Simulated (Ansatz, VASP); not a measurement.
One calculation of AlN, two programs

```
Al N
1.0
     0.00000    2.03452    2.03452
     2.03452    0.00000    2.03452
     2.03452    2.03452    0.00000
Al N
1 1
Direct
  0.50000 0.50000 0.50000
  0.00000 0.00000 0.00000
```

Alike in both runs: functional BLYP; k mesh 11 × 11 × 11; occupations fermi-dirac, width 0.05 eV; no spin polarisation.

```csv
,VASP,Ansatz
version,VASP 6.6.1,Ansatz 0.2.0
potentials or method,"VASP PAW PBE potentials, release 64 (Al, N)",Ansatz PAW
plane-wave cutoff (eV),520,420
valence electrons in the cell,8,8
task,single point,band structure
```

Ansatz gave:

```
gap on the k mesh at the Fermi level (eV) : 4.66
least direct gap on the mesh (eV)         : 5.64
pressure (GPa)                            : 4.5
```

Q: Estimate VASP's values.

A: gap on the k mesh at the Fermi level (eV): 4.65; least direct gap on the mesh (eV): 5.66; pressure (GPa): 4.9.

VASP's potentials were made for PBE, not for BLYP.

Noted on Ansatz's run: the k mesh misses the band edges, so the gap on the mesh is wider than the one along the path.
